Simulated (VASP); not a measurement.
# Cu4O (I-43m) in VASP: notebook

The runs below take Cu4O through single point, relaxation of cell and atoms, with PBE.

Program: VASP 6.6.1. These are calculated values, not measurements. Logs are shortened: lines on timing, memory, paths and dates and some standing lists are left out, and cuts for length are marked.

### Step 1. The cell of the first run

Symmetry: I-43m, No. 217, cubic system. The conventional cell has a = 5.070 Å, b = 5.070 Å, c = 5.070 Å, α = 90.00°, β = 90.00°, γ = 90.00°. Within 2.7 Å of Cu (site symmetry 3m) lie 2 O at 2.06 to 2.33 Å and 6 Cu at 2.54 Å. Within 2.7 Å of O (site symmetry -43m) lie 8 Cu at 2.06 to 2.33 Å.

### Step 2. Single point, PBE

INCAR reads:

```
SYSTEM = Cu4O
PREC     = Accurate       ! precision mode
ENCUT    = 520            ! plane-wave cutoff, eV
EDIFF    = 1E-7           ! SCF threshold, eV
ISMEAR   = 0              ! smearing method
SIGMA    = 0.1            ! smearing width, eV
LREAL    = .False.        ! projectors in reciprocal space
LASPH    = .True.         ! aspherical terms in the spheres
NELM     = 80             ! most SCF steps
ALGO     = Normal         ! electronic algorithm
ISIF     = 2              ! what is computed and relaxed
LWAVE    = .False.        ! write WAVECAR
LCHARG   = .False.        ! write CHGCAR
GGA      = PE             ! functional
NBANDS   = 33             ! bands
```

KPOINTS reads:

```
Automatic mesh
0
Gamma
  6 6 6
  0 0 0
```

POSCAR reads:

```
Cu4O
1.0
   -2.5349434246      2.5349434246      2.5349434246
    2.5349434246     -2.5349434246      2.5349434246
    2.5349434246      2.5349434246     -2.5349434246
Cu O
4 1
Direct
    0.0000000000      0.0000000000      0.5305557968
    0.5305557968      0.0000000000      0.0000000000
    0.0000000000      0.5305557968      0.0000000000
    0.4694442032      0.4694442032      0.4694442032
    0.0000000000      0.0000000000      0.0000000000
```

Potentials or basis: VASP PAW PBE potentials, release 64 (Cu, O).

The run is started by

```sh
cat potpaw_PBE.64/Cu/POTCAR potpaw_PBE.64/O/POTCAR > POTCAR
mpirun -np 1 vasp_std > vasp.out
```

OUTCAR:

```text
SYSTEM = Cu4O
   PREC = Accurate
   ENCUT = 520
   EDIFF = 1E-7
   ISMEAR = 0
   LREAL = .False.
   LASPH = .True.
   NELM = 80
   ISIF = 2
   GGA = PE

 ion  position               nearest neighbor table
   1  0.000  0.000  0.531-   5 2.06   5 2.33   4 2.54   2 2.54   2 2.54   3 2.54   3 2.54   4 2.54

   2  0.531  0.000  0.000-   5 2.06   5 2.33   4 2.54   3 2.54   4 2.54   1 2.54   3 2.54   1 2.54

   3  0.000  0.531  0.000-   5 2.06   5 2.33   4 2.54   2 2.54   1 2.54   2 2.54   1 2.54   4 2.54

   4  0.469  0.469  0.469-   5 2.06   5 2.33   3 2.54   2 2.54   1 2.54   2 2.54   3 2.54   1 2.54

   5  0.000  0.000  0.000-   1 2.06   2 2.06   3 2.06   4 2.06   3 2.33   1 2.33   2 2.33   4 2.33

  LATTYP: Found a body centered cubic cell.
 ALAT       =     5.0698868492

  Lattice vectors:

 A1 = (  -2.5349434246,   2.5349434246,   2.5349434246)
 A2 = (   2.5349434246,  -2.5349434246,   2.5349434246)
 A3 = (   2.5349434246,   2.5349434246,  -2.5349434246)

Analysis of symmetry for initial positions (statically):
=====================================================================
 Subroutine PRICEL returns:
 Original cell was already a primitive cell.

 Routine SETGRP: Setting up the symmetry group for a
 body centered cubic supercell.

 Subroutine GETGRP returns: Found 24 space group operations
 (whereof 24 operations were pure point group operations)
 out of a pool of 48 trial point group operations.

The static configuration has the point symmetry T_d .

Analysis of symmetry for dynamics (positions and initial velocities):
=====================================================================
 Subroutine PRICEL returns:
 Original cell was already a primitive cell.

 Routine SETGRP: Setting up the symmetry group for a
 body centered cubic supercell.

 Subroutine GETGRP returns: Found 24 space group operations
 (whereof 24 operations were pure point group operations)
 out of a pool of 48 trial point group operations.

The dynamic configuration has the point symmetry T_d .

 Subroutine INISYM returns: Found 24 space group operations
 (whereof 24 operations are pure point group operations),
 and found     1 'primitive' translations

----------------------------------------------------------------------------------------

                                     Primitive cell

  volume of cell :      65.1576

  direct lattice vectors                    reciprocal lattice vectors
    -2.534943425  2.534943425  2.534943425     0.000000000  0.197243061  0.197243061
     2.534943425 -2.534943425  2.534943425     0.197243061  0.000000000  0.197243061
     2.534943425  2.534943425 -2.534943425     0.197243061  0.197243061  0.000000000

  length of vectors
     4.390650806  4.390650806  4.390650806     0.278943812  0.278943812  0.278943812

  position of ions in fractional coordinates (direct lattice)
     0.000000000  0.000000000  0.530555797
     0.530555797  0.000000000  0.000000000
     0.000000000  0.530555797  0.000000000
     0.469444203  0.469444203  0.469444203
     0.000000000  0.000000000  0.000000000

  ion indices of the primitive-cell ions
   primitive index   ion index
                 1           1
                 2           2
                 3           3
                 4           4
                 5           5

----------------------------------------------------------------------------------------

 KPOINTS: Automatic mesh

Automatic generation of k-mesh.
 Grid dimensions read from file:
 generate k-points for:    6    6    6

 Generating k-lattice:

  Cartesian coordinates                     Fractional coordinates (reciprocal lattice)
     0.000000000  0.032873843  0.032873843     0.166666667  0.000000000  0.000000000
     0.032873843  0.000000000  0.032873843     0.000000000  0.166666667  0.000000000
     0.032873843  0.032873843  0.000000000     0.000000000  0.000000000  0.166666667

  Length of vectors
     0.046490635  0.046490635  0.046490635

  Shift w.r.t. Gamma in fractional coordinates (k-lattice)
     0.000000000  0.000000000  0.000000000

 Subroutine IBZKPT returns following result:
 ===========================================

 Found     16 irreducible k-points:

 Following reciprocal coordinates:
            Coordinates               Weight
  0.000000  0.000000  0.000000      1.000000
  0.166667  0.000000  0.000000     12.000000
  0.333333  0.000000  0.000000     12.000000
  0.500000  0.000000  0.000000      6.000000
  0.166667  0.166667  0.000000     24.000000
  0.333333  0.166667  0.000000     48.000000
[... 8 lines left out ...]
  0.500000  0.500000  0.333333     12.000000
  0.500000  0.500000  0.500000      1.000000
   k-points           NKPTS =     16   k-points in BZ     NKDIM =     16   number of bands    NBANDS=     33
   number of dos      NEDOS =    301   number of ions     NIONS =      5
   total plane-waves  NPLWV =  46656
   dimension x,y,z NGX =    36 NGY =   36 NGZ =   36
   dimension x,y,z NGXF=    72 NGYF=   72 NGZF=   72
   ions per type =               4   1
   NGX,Y,Z   is equivalent  to a cutoff of  13.63, 13.63, 13.63 a.u.
   NGXF,Y,Z  is equivalent  to a cutoff of  27.26, 27.26, 27.26 a.u.
 SYSTEM =  Cu4O
   PREC   = accura    normal or accurate (medium, high low for compatibility)
   ISTART =      0    job   : 0-new  1-cont  2-samecut
   ICHARG =      2    charge: 1-file 2-atom 10-const
   ISPIN  =      1    spin polarized calculation?
   LNONCOLLINEAR =      F non collinear calculations
   LSORBIT =      F    spin-orbit coupling
   LASPH  =      T    aspherical Exc in radial PAW
   ENCUT  =  520.0 eV  38.22 Ry    6.18 a.u.   8.16  8.16  8.16*2*pi/ulx,y,z
   NELM   =     80;   NELMIN=  2; NELMDL= -5     # of ELM steps
   EDIFF  = 0.1E-06   stopping-criterion for ELM
   LREAL  =      F    real-space projection
   EDIFFG = 0.1E-05   stopping-criterion for IOM
   NSW    =      0    number of steps for IOM
   IBRION =     -1    ionic relax: 0-MD 1-quasi-New 2-CG
   NFREE  =      0    steps in history (QN), initial steepest desc. (CG)
   ISIF   =      2    stress and relaxation
   ISYM   =      2    0-nonsym 1-usesym 2-fastsym
   POTIM  = 0.5000    time-step for ionic-motion
   TEBEG  =    0.0;   TEEND  =   0.0 temperature during run
   PSTRESS=    0.0 pullay stress
   NELECT =      50.0000    total number of electrons
   NUPDOWN=      -1.0000    fix difference up-down
   EMIN   =  10.00;   EMAX   =-10.00  energy-range for DOS
   EFERMI =   0.00;   METHOD = LEGACY
   ISMEAR =     0;   SIGMA  =   0.10  broadening in eV -4-tet -1-fermi 0-gaus
   EFERMI_NEDOS =   21; number of points for ismear=-14 and -15
   IALGO  =     38    algorithm
   IMIX   =      4    mixing-type and parameters
     AMIX     =   0.40;   BMIX     =  1.00
     AMIX_MAG =   1.60;   BMIX_MAG =  1.00
  volume/ion in A,a.u.               =      13.03        87.94
  Fermi-wavevector in a.u.,A,eV,Ry     =   1.498798  2.832318 30.564083  2.246397
  Thomas-Fermi vector in A             =   2.610511
   LORBIT       =      0    0 simple, 1 ext, 2 COOP (PROOUT), +10 PAW based schemes
   GGA     = PE    functional components
   LHFCALC =     F    Hartree Fock is set to
   AEXX    =    0.0000 exact exchange contribution
   IVDW    =     0    specifies the selected vdW correction
   LEPSILON=     F    determine dielectric tensor
   LRPA    =     F    only Hartree local field effects (RPA)
 non-spin polarized calculation
 Gauss-broadening in eV      SIGMA  =   0.10
  energy-cutoff  :      520.00
  volume of cell :       65.16
 maximum number of plane-waves:      1770
 NGX is ok and might be reduce to    36
   NGX = 17   NGY = 17   NGZ = 17

 number of electron      49.9999986 magnetization

 Free energy of the ion-electron system (eV)
  ---------------------------------------------------
  ext. energy  EPLUGINS =         0.00000000
  ---------------------------------------------------
  free energy    TOTEN  =       -18.56813905 eV

  energy without entropy =      -18.56000219  energy(sigma->0) =      -18.56407062

 E-fermi :   5.6593     XC(G=0): -11.5182

 val. band max:        5.6271416626   @ k =  -0.3333   0.5000   0.1667
 cond. band min:       5.7420287320   @ k =   0.5000   0.5000   0.3333
 fundamental gap:      0.1148870694
 Fermi energy:         5.6593025069

 k-point     1 :       0.0000    0.0000    0.0000
  band No.  band energies     occupation
      1     -14.1699      2.00000
      2      -0.7466      2.00000
      3       0.0729      2.00000
      4       0.0729      2.00000
      5       0.0729      2.00000
      6       1.6916      2.00000
[... 25 lines left out ...]
     32      13.4509      0.00000
     33      13.4509      0.00000

 k-point     2 :       0.1667    0.0000    0.0000
  band No.  band energies     occupation
      1     -14.1352      2.00000
      2      -1.0321      2.00000
      3      -0.2082      2.00000
      4      -0.0552      2.00000
      5       0.2110      2.00000
      6       1.8156      2.00000
[... 25 lines left out ...]
     32      13.3451      0.00000
     33      13.5616      0.00000

 k-point     3 :       0.3333    0.0000    0.0000
  band No.  band energies     occupation
      1     -14.0643      2.00000
      2      -1.5761      2.00000
      3      -0.6447      2.00000
      4      -0.2587      2.00000
      5       0.8293      2.00000
      6       2.0380      2.00000
[... 25 lines left out ...]
     32      14.3594      0.00000
     33      15.8756      0.00000

 k-point     4 :       0.5000    0.0000    0.0000
  band No.  band energies     occupation
      1     -14.0282      2.00000
      2      -1.8158      2.00000
      3      -0.8261      2.00000
      4      -0.3443      2.00000
      5       1.6064      2.00000
      6       1.7295      2.00000
[... 385 lines left out ...]
     32      13.3397      0.00000
     33      13.3397      0.00000

 k-point    15 :       0.5000    0.5000    0.3333
  band No.  band energies     occupation
      1     -13.9357      2.00000
      2      -1.6867      2.00000
      3      -1.4720      2.00000
      4      -1.3922      2.00000
      5       1.9290      2.00000
      6       1.9528      2.00000
[... 25 lines left out ...]
     32      13.4172      0.00000
     33      14.2506      0.00000

 k-point    16 :       0.5000    0.5000    0.5000
  band No.  band energies     occupation
      1     -13.9037      2.00000
      2      -1.6500      2.00000
      3      -1.6500      2.00000
      4      -1.6500      2.00000
      5       1.9832      2.00000
      6       1.9832      2.00000
[... 25 lines left out ...]
     32      13.7082      0.00000
     33      13.7082      0.00000

------------------------ aborting loop because EDIFF is reached ----------------------------------------

  FORCE on cell =-STRESS in cart. coord.  units (eV):
  Direction    XX          YY          ZZ          XY          YZ          ZX
  --------------------------------------------------------------------------------------
  -------------------------------------------------------------------------------------
  Total        0.0422054      0.0422054      0.0422054      0.0000000      0.0000000      0.0000000
  in kB        1.0377997      1.0377997      1.0377997      0.0000000      0.0000000      0.0000000
  external PRESSURE =       1.0377997 kB  Pullay stress =       0.0000000 kB

 VOLUME and BASIS-vectors are now :
 -----------------------------------------------------------------------------
  energy-cutoff  :      520.00
  volume of cell :       65.16
      direct lattice vectors                 reciprocal lattice vectors
    -2.534943425  2.534943425  2.534943425     0.000000000  0.197243061  0.197243061
     2.534943425 -2.534943425  2.534943425     0.197243061  0.000000000  0.197243061
     2.534943425  2.534943425 -2.534943425     0.197243061  0.197243061  0.000000000

 POSITION                                       TOTAL-FORCE (eV/Angst)
 -----------------------------------------------------------------------------------
      1.34493      1.34493     -1.34493        -0.029336     -0.029336      0.029336
     -1.34493      1.34493      1.34493         0.029336     -0.029336     -0.029336
      1.34493     -1.34493      1.34493        -0.029336      0.029336     -0.029336
      1.19001      1.19001      1.19001         0.029336      0.029336      0.029336
      0.00000      0.00000      0.00000        -0.000000      0.000000      0.000000
 -----------------------------------------------------------------------------------
    total drift:                               -0.000003     -0.000003     -0.000002

  FREE ENERGIE OF THE ION-ELECTRON SYSTEM (eV)
  ---------------------------------------------------
  free  energy   TOTEN  =       -18.5681390524 eV

  energy  without entropy=      -18.5600021918  energy(sigma->0) =      -18.56407062
```

Wall time 58 s (1 thread of AMD EPYC 7R43 (Zen 3), shared host); peak memory 0.17 GiB.

Results:

```yaml
Free_energy: -18.5681 eV
Pressure: 0.1 GPa
Largest_force: 0.051 eV/Å
Band_gap_on_the_k_mesh: zero (band 25 reaches 5.63 eV, above the bottom of band 26 at 4.83 eV)
```

Forces in eV/Å, atoms in the order of the input:
```
Cu  -0.029 -0.029  0.029
Cu   0.029 -0.029 -0.029
Cu  -0.029  0.029 -0.029
Cu   0.029  0.029  0.029
O    0.000  0.000  0.000
```

[end of part 1 of 3]
